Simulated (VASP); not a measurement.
# Si49C47 (a cell with a defect) in VASP: single point with PBEsol

Aim: the single point of Si49C47 (a cell with a defect) with PBEsol.

Everything below comes from runs of VASP 6.6.1. Logs are shortened: lines on timing, memory, paths and dates and some standing lists are left out, and cuts for length are marked.

**1. The cell of the first run**

The cell holds a defect, 96 atoms: a = 9.234 Å, b = 10.663 Å, c = 10.076 Å, α = 90.00°, β = 90.00°, γ = 90.00°.

**2. Single point, PBEsol**

The input, INCAR:

```
SYSTEM = Si49C47
PREC = Accurate ; ENCUT = 520
EDIFF = 1E-7 ; ISMEAR = -1
SIGMA = 0.05 ; LREAL = Auto
LASPH = .TRUE. ; NELM = 80
ALGO = Normal ; ISIF = 2
LWAVE = .FALSE. ; LCHARG = .FALSE.
GGA = PS ; NBANDS = 246
ISYM = 0
```

The input, KPOINTS:

```
Automatic mesh
0
Gamma
  1 1 1
  0.25 0.25 0.25
```

The input, POSCAR:

```
Si49C47
1.0
    9.2342040000      0.0000000000      0.0000000000
    0.0000000000     10.6627400000      0.0000000000
    0.0000000000      0.0000000000     10.0759470000
Si C
49 47
Direct
    0.0001360000      0.0026400000      0.5003050000
    0.3310290000      0.9959800000      0.4999850000
    0.1673930000      0.2501950000      0.4997130000
    0.0003840000      0.4997420000      0.4997290000
    0.6693820000      0.9960790000      0.5000090000
    0.5001000000      0.2260550000      0.5094220000
    0.3115300000      0.5123360000      0.5095310000
    0.1634990000      0.7532530000      0.5001210000
    0.8330560000      0.2503940000      0.4997600000
    0.6886140000      0.5123600000      0.5094920000
    0.5001910000      0.7499520000      0.4998550000
    0.8368190000      0.7531810000      0.5001190000
    0.9999710000      0.1675570000      0.2505100000
    0.3337150000      0.1658380000      0.2495270000
    0.1669290000      0.4174830000      0.2495030000
    0.0000150000      0.6668520000      0.2501620000
    0.6663060000      0.1659090000      0.2494860000
    0.4999080000      0.4169080000      0.2229160000
    0.3323060000      0.6670540000      0.2494490000
    0.1658290000      0.9171010000      0.2503830000
    0.8330910000      0.4175630000      0.2496100000
    0.6676510000      0.6670480000      0.2495110000
    0.5000110000      0.9162810000      0.2503560000
    0.8341700000      0.9170680000      0.2503660000
    0.1669550000      0.0836480000      0.7503280000
    0.0000040000      0.3337000000      0.7501580000
    0.4999640000      0.0792920000      0.7528650000
    0.3326060000      0.3330980000      0.7500130000
    0.1633480000      0.5854810000      0.7530460000
    0.9999610000      0.8350820000      0.7507380000
    0.8329900000      0.0836920000      0.7503460000
    0.6672700000      0.3331570000      0.7500160000
    0.4999570000      0.5842450000      0.7502640000
    0.3328100000      0.8327270000      0.7504940000
    0.8365320000      0.5854150000      0.7530650000
    0.6671080000      0.8327230000      0.7505020000
    0.5000640000      0.4161550000      0.4380520000
    0.9999790000      0.0011340000      0.0002650000
    0.3328810000      0.9988470000      0.0007130000
    0.1669240000      0.2503520000      0.0003180000
    0.9999550000      0.5004690000      0.0011540000
    0.6670400000      0.9988820000      0.0007280000
    0.4999400000      0.2470680000      0.9954370000
    0.3306600000      0.5017150000      0.9954230000
    0.1656640000      0.7509280000      0.0007390000
    0.8330120000      0.2503890000      0.0003320000
    0.6692200000      0.5016470000      0.9954690000
    0.4999540000      0.7496780000      0.0004060000
    0.8342830000      0.7509340000      0.0007260000
    0.0000210000      0.0010830000      0.1874750000
    0.3330690000      0.9991710000      0.1877040000
    0.1671530000      0.2503980000      0.1880360000
    0.0000010000      0.5002750000      0.1877320000
    0.6670310000      0.9991950000      0.1877180000
    0.5000610000      0.2457670000      0.1805270000
    0.3292820000      0.5025330000      0.1802690000
    0.1660020000      0.7508330000      0.1875960000
    0.8329030000      0.2504650000      0.1880650000
    0.6707510000      0.5024410000      0.1804340000
    0.5000300000      0.7496260000      0.1880510000
    0.8340710000      0.7507930000      0.1875820000
    0.9998910000      0.0013270000      0.6877730000
    0.3326780000      0.9988420000      0.6875570000
    0.1666170000      0.2501900000      0.6870490000
    0.9999780000      0.5002510000      0.6873350000
    0.6671730000      0.9988590000      0.6875710000
    0.4998880000      0.2454570000      0.6942070000
    0.3292010000      0.5024010000      0.6942290000
    0.1654670000      0.7509930000      0.6876550000
    0.8331990000      0.2502540000      0.6870830000
    0.6705420000      0.5024450000      0.6942430000
    0.4999080000      0.7500480000      0.6871820000
    0.8343280000      0.7509400000      0.6876650000
    0.0000260000      0.1683620000      0.4381420000
    0.3297410000      0.1599610000      0.4378250000
    0.1623660000      0.4166430000      0.4374660000
    0.0002340000      0.6662200000      0.4382110000
    0.6706010000      0.1602190000      0.4378020000
    0.3290120000      0.6731110000      0.4378420000
    0.1634570000      0.9173610000      0.4380320000
    0.8380760000      0.4170230000      0.4376930000
    0.6711520000      0.6731370000      0.4378520000
    0.5001790000      0.9160310000      0.4383070000
    0.8367760000      0.9172500000      0.4380340000
    0.1671080000      0.0837090000      0.9383630000
    0.9999680000      0.3336850000      0.9384330000
    0.4999620000      0.0795590000      0.9383780000
    0.3330530000      0.3333770000      0.9373270000
    0.1635750000      0.5853740000      0.9383470000
    0.9999780000      0.8349360000      0.9383800000
    0.8328460000      0.0837420000      0.9383950000
    0.6668730000      0.3333620000      0.9373270000
    0.4999850000      0.5837810000      0.9373470000
    0.3329920000      0.8325550000      0.9383950000
    0.8363160000      0.5853280000      0.9383290000
    0.6669530000      0.8325870000      0.9384140000
```

Potentials or basis: VASP PAW PBE potentials, release 64 (Si, C).

Launch:

```
cat potpaw_PBE.64/Si/POTCAR potpaw_PBE.64/C/POTCAR > POTCAR
mpirun -np 1 vasp_std > vasp.out
```

OUTCAR:

```text
SYSTEM = Si49C47
   PREC = Accurate
   ENCUT = 520
   EDIFF = 1E-7
   ISMEAR = -1
   LREAL = Auto
   LASPH = .TRUE.
   NELM = 80
   ISIF = 2
   GGA = PS
   ISYM = 0

 ion  position               nearest neighbor table
   1  0.000  0.003  0.500-  80 1.87  84 1.87  74 1.87  62 1.89   5 3.06   2 3.06   8 3.06  12 3.06
                             3 3.06   9 3.06  13 3.07  25 3.08  31 3.08  20 3.08  24 3.09  30 3.09
   2  0.331  0.996  0.500-  75 1.86  80 1.87  83 1.88  63 1.89   6 2.91   8 3.02  11 3.05   1 3.06
                            20 3.06  34 3.07  23 3.08  25 3.09   3 3.10  14 3.11  27 3.12   5 3.12
   3  0.167  0.250  0.500-  74 1.88  76 1.88  75 1.89  64 1.89   1 3.06   4 3.08  28 3.08  13 3.08
                             6 3.08  14 3.09  25 3.09   9 3.09  15 3.09  26 3.09   7 3.10   2 3.10
   4  0.000  0.500  0.500-  81 1.85  76 1.85  77 1.88  65 1.89   7 2.88  10 2.88   9 3.08   3 3.08
                            15 3.08  16 3.08  26 3.08  21 3.08   8 3.09  12 3.10  29 3.10  35 3.10
   5  0.669  0.996  0.500-  78 1.86  84 1.87  83 1.89  66 1.89   6 2.91  12 3.02  11 3.05   1 3.06
                            24 3.06  36 3.07  23 3.08  31 3.09   9 3.10  17 3.11  27 3.12   2 3.12
   6  0.500  0.226  0.509-  75 1.87  78 1.87  67 1.87  37 2.15   2 2.91   5 2.91  27 2.91   3 3.08
                             9 3.09  32 3.09  28 3.09  17 3.10  14 3.10
   7  0.312  0.512  0.510-  76 1.86  79 1.87  68 1.87  37 2.15   4 2.88   8 2.91  29 2.92  11 3.08
                            33 3.08  28 3.09   3 3.10  19 3.10  15 3.11
   8  0.163  0.753  0.500-  80 1.86  79 1.86  77 1.88  69 1.89   7 2.91   2 3.02  12 3.02   1 3.06
                            20 3.06  30 3.07  16 3.08  34 3.09   4 3.09  19 3.11  11 3.11  29 3.11
   9  0.833  0.250  0.500-  74 1.88  81 1.88  70 1.89  78 1.89   1 3.06   4 3.08  13 3.08  32 3.08
[... 125 lines left out ...]
  95  0.836  0.585  0.938-  35 1.87  41 1.87  47 1.87  49 1.87
  96  0.667  0.833  0.938-  42 1.88  49 1.88  48 1.88  36 1.89

IMPORTANT INFORMATION: All symmetrisations will be switched off!
NOSYMM: (Re-)initialisation of all symmetry stuff for point group C_1.

----------------------------------------------------------------------------------------

                                     Primitive cell

  volume of cell :     992.0971

  direct lattice vectors                    reciprocal lattice vectors
     9.234204000  0.000000000  0.000000000     0.108293037  0.000000000  0.000000000
     0.000000000 10.662740000  0.000000000     0.000000000  0.093784524  0.000000000
     0.000000000  0.000000000 10.075947000     0.000000000  0.000000000  0.099246254

  length of vectors
     9.234204000 10.662740000 10.075947000     0.108293037  0.093784524  0.099246254

  position of ions in fractional coordinates (direct lattice)
     0.000136000  0.002640000  0.500305000
     0.331029000  0.995980000  0.499985000
     0.167393000  0.250195000  0.499713000
     0.000384000  0.499742000  0.499729000
     0.669382000  0.996079000  0.500009000
     0.500100000  0.226055000  0.509422000
[... 88 lines left out ...]
     0.836316000  0.585328000  0.938329000
     0.666953000  0.832587000  0.938414000

  ion indices of the primitive-cell ions
   primitive index   ion index
                 1           1
                 2           2
                 3           3
                 4           4
                 5           5
                 6           6
[... 88 lines left out ...]
                95          95
                96          96

----------------------------------------------------------------------------------------
[... 34 lines left out ...]
   dimension x,y,z NGX =    70 NGY =   80 NGZ =   80
   dimension x,y,z NGXF=   140 NGYF=  160 NGZF=  160
   ions per type =              49  47
   NGX,Y,Z   is equivalent  to a cutoff of  12.60, 12.47, 13.20 a.u.
   NGXF,Y,Z  is equivalent  to a cutoff of  25.20, 24.95, 26.40 a.u.
 SYSTEM =  Si49C47
   PREC   = accura    normal or accurate (medium, high low for compatibility)
   ISTART =      0    job   : 0-new  1-cont  2-samecut
   ICHARG =      2    charge: 1-file 2-atom 10-const
   ISPIN  =      1    spin polarized calculation?
   LNONCOLLINEAR =      F non collinear calculations
   LSORBIT =      F    spin-orbit coupling
   LASPH  =      T    aspherical Exc in radial PAW
   ENCUT  =  520.0 eV  38.22 Ry    6.18 a.u.  17.17 19.83 18.73*2*pi/ulx,y,z
   NELM   =     80;   NELMIN=  2; NELMDL= -5     # of ELM steps
   EDIFF  = 0.1E-06   stopping-criterion for ELM
   LREAL  =      T    real-space projection
   EDIFFG = 0.1E-05   stopping-criterion for IOM
   NSW    =      0    number of steps for IOM
   IBRION =     -1    ionic relax: 0-MD 1-quasi-New 2-CG
   NFREE  =      0    steps in history (QN), initial steepest desc. (CG)
   ISIF   =      2    stress and relaxation
   ISYM   =      0    0-nonsym 1-usesym 2-fastsym
   POTIM  = 0.5000    time-step for ionic-motion
   TEBEG  =    0.0;   TEEND  =   0.0 temperature during run
   PSTRESS=    0.0 pullay stress
   NELECT =     384.0000    total number of electrons
   NUPDOWN=      -1.0000    fix difference up-down
   EMIN   =  10.00;   EMAX   =-10.00  energy-range for DOS
   EFERMI =   0.00;   METHOD = LEGACY
   ISMEAR =    -1;   SIGMA  =   0.05  broadening in eV -4-tet -1-fermi 0-gaus
   EFERMI_NEDOS =   21; number of points for ismear=-14 and -15
   IALGO  =     38    algorithm
   IMIX   =      4    mixing-type and parameters
     AMIX     =   0.40;   BMIX     =  1.00
     AMIX_MAG =   1.60;   BMIX_MAG =  1.00
  volume/ion in A,a.u.               =      10.33        69.74
  Fermi-wavevector in a.u.,A,eV,Ry     =   1.193073  2.254582 19.366863  1.423424
  Thomas-Fermi vector in A             =   2.329097
   LORBIT       =      0    0 simple, 1 ext, 2 COOP (PROOUT), +10 PAW based schemes
   GGA     = PS    functional components
   LHFCALC =     F    Hartree Fock is set to
   AEXX    =    0.0000 exact exchange contribution
   IVDW    =     0    specifies the selected vdW correction
   LEPSILON=     F    determine dielectric tensor
   LRPA    =     F    only Hartree local field effects (RPA)
 non-spin polarized calculation
  energy-cutoff  :      520.00
  volume of cell :      992.10
 maximum number of plane-waves:     26706
 NGX is ok and might be reduce to    70
   NGX = 35   NGY = 39   NGZ = 37

 number of electron     384.0000013 magnetization

 Free energy of the ion-electron system (eV)
  ---------------------------------------------------
  ext. energy  EPLUGINS =         0.00000000
  ---------------------------------------------------
  free energy    TOTEN  =      -756.24762610 eV

  energy without entropy =     -756.24762610  energy(sigma->0) =     -756.24762610

 E-fermi :   9.5856     XC(G=0): -11.5273

 val. band max:        8.4612976887   @ k =   0.2500  -0.2500  -0.2500
 cond. band min:      10.6989872278   @ k =  -0.2500   0.2500  -0.2500
 fundamental gap:      2.2376895391
 Fermi energy:         9.5856062393

 k-point     1 :       0.2500    0.2500    0.2500
  band No.  band energies     occupation
      1      -7.0880      2.00000
      2      -6.5611      2.00000
      3      -6.4861      2.00000
      4      -6.3577      2.00000
      5      -5.9632      2.00000
      6      -5.8554      2.00000
[... 817 lines left out ...]
    203      11.8587      0.00000
    204      11.9170      0.00000
 [bands above 204 left out]

------------------------ aborting loop because EDIFF is reached ----------------------------------------

  FORCE on cell =-STRESS in cart. coord.  units (eV):
  Direction    XX          YY          ZZ          XY          YZ          ZX
  --------------------------------------------------------------------------------------
  -------------------------------------------------------------------------------------
  Total       22.5676903     23.6601926     24.3071562     -0.0648075     -0.0893813     -0.0202306
  in kB       36.4454685     38.2097943     39.2546018     -0.1046602     -0.1443455     -0.0326712
  external PRESSURE =      37.9699549 kB  Pullay stress =       0.0000000 kB

 VOLUME and BASIS-vectors are now :
 -----------------------------------------------------------------------------
  energy-cutoff  :      520.00
  volume of cell :      992.10
      direct lattice vectors                 reciprocal lattice vectors
     9.234204000  0.000000000  0.000000000     0.108293037  0.000000000  0.000000000
     0.000000000 10.662740000  0.000000000     0.000000000  0.093784524  0.000000000
     0.000000000  0.000000000 10.075947000     0.000000000  0.000000000  0.099246254

 POSITION                                       TOTAL-FORCE (eV/Angst)
 -----------------------------------------------------------------------------------
      0.00126      0.02815      5.04105        -0.014819     -0.002134      0.009830
      3.05679     10.61988      5.03782        -0.012664     -0.006199      0.011745
      1.54574      2.66776      5.03508        -0.020387     -0.004865      0.007059
      0.00355      5.32862      5.03524        -0.028702     -0.002643      0.005717
      6.18121     10.62093      5.03806        -0.016063      0.003437      0.000168
      4.61803      2.41037      5.13291         0.001520      0.003997      0.001430
[... 88 lines left out ...]
      7.72271      6.24120      9.45455         0.001874      0.007229      0.009795
      6.15878      8.87766      9.45541         0.003963      0.001911      0.000083
 -----------------------------------------------------------------------------------
    total drift:                                0.003776      0.013215      0.027005

  FREE ENERGIE OF THE ION-ELECTRON SYSTEM (eV)
  ---------------------------------------------------
  free  energy   TOTEN  =      -756.2476261049 eV

  energy  without entropy=     -756.2476261040  energy(sigma->0) =     -756.24762610
```

Wall time 27 min (1 thread of Intel Xeon Platinum 8259CL at 2.50GHz (Skylake/Cascade Lake), shared host); peak memory 1.2 GiB.

What came out:

```yaml
Free_energy: -756.2476 eV
Pressure: 3.8 GPa
Largest_force: 0.031 eV/Å
Band_gap_on_the_k_mesh: 2.24 eV
```

Forces on the atoms (eV/Å):
```
Si  -0.015 -0.002  0.010
Si  -0.013 -0.006  0.012
Si  -0.020 -0.005  0.007
Si  -0.029 -0.003  0.006
Si  -0.016  0.003  0.000
Si   0.002  0.004  0.001
Si   0.008 -0.003 -0.005
Si  -0.007  0.003  0.007
Si  -0.028  0.006  0.006
Si  -0.004 -0.002  0.010
Si  -0.021 -0.007  0.006
Si  -0.010 -0.006  0.011
Si   0.007 -0.009  0.000
Si   0.015  0.001 -0.004
Si   0.003  0.004 -0.003
Si   0.009 -0.004 -0.003
Si   0.005 -0.005  0.010
Si   0.014 -0.009 -0.003
Si   0.013 -0.002  0.010
Si   0.007 -0.004  0.001
Si   0.010 -0.007  0.010
Si   0.006 -0.008 -0.003
Si   0.010 -0.002  0.002
Si   0.008 -0.003  0.004
Si  -0.012 -0.005 -0.002
Si  -0.013 -0.006 -0.002
Si  -0.007 -0.008  0.001
Si  -0.001  0.004 -0.003
Si  -0.002 -0.006  0.003
Si  -0.012 -0.004  0.000
Si  -0.007 -0.003  0.000
Si  -0.011 -0.004 -0.005
Si  -0.012  0.000 -0.002
Si  -0.002 -0.008  0.000
Si  -0.003  0.000 -0.009
Si  -0.010 -0.007  0.000
Si   0.002  0.008  0.000
Si  -0.001 -0.002 -0.002
Si   0.003 -0.002 -0.004
Si   0.004  0.000 -0.007
Si   0.001  0.001  0.000
Si   0.006 -0.005 -0.005
Si   0.007  0.001  0.001
Si   0.009 -0.008 -0.012
Si  -0.001  0.002 -0.003
Si  -0.001 -0.002 -0.005
Si   0.003  0.001  0.002
Si   0.008  0.000 -0.004
Si   0.001 -0.005 -0.004
C   -0.005  0.004  0.000
C   -0.008  0.002  0.005
C   -0.008 -0.001  0.004
C    0.002  0.003  0.007
C   -0.013  0.001  0.004
C   -0.017  0.000 -0.002
C   -0.009 -0.001  0.020
C   -0.016 -0.003  0.000
C    0.001  0.000  0.001
C   -0.012  0.015 -0.004
C   -0.007  0.000  0.003
C   -0.002  0.001  0.006
C    0.016 -0.007 -0.008
C    0.017 -0.003 -0.003
C    0.013  0.002 -0.002
C    0.007  0.008 -0.011
C    0.011  0.002 -0.002
C    0.013  0.001 -0.007
C    0.010  0.012  0.008
C    0.011  0.000 -0.009
C    0.019  0.001 -0.001
C    0.016  0.003 -0.006
C    0.013  0.003 -0.006
C    0.022  0.001 -0.009
C    0.024  0.005 -0.012
C   -0.004  0.018 -0.008
C   -0.010  0.023  0.012
C   -0.008  0.007  0.000
C   -0.003 -0.015  0.001
C    0.012  0.014 -0.010
C   -0.005 -0.013 -0.005
C    0.003 -0.024 -0.020
C    0.007  0.008 -0.007
C    0.001  0.012 -0.009
C    0.014  0.004 -0.007
C    0.003  0.005  0.005
C    0.003 -0.003  0.001
C   -0.002  0.008  0.002
C   -0.006  0.005  0.006
C    0.000  0.004  0.001
C    0.000  0.004  0.005
C   -0.004  0.004  0.004
C   -0.001  0.004  0.007
C   -0.006 -0.007  0.008
C   -0.003  0.005  0.002
C    0.002  0.007  0.010
C    0.004  0.002  0.000
```

Caveat: the PAW data sets were made with another functional, which shifts forces and pressure a little.
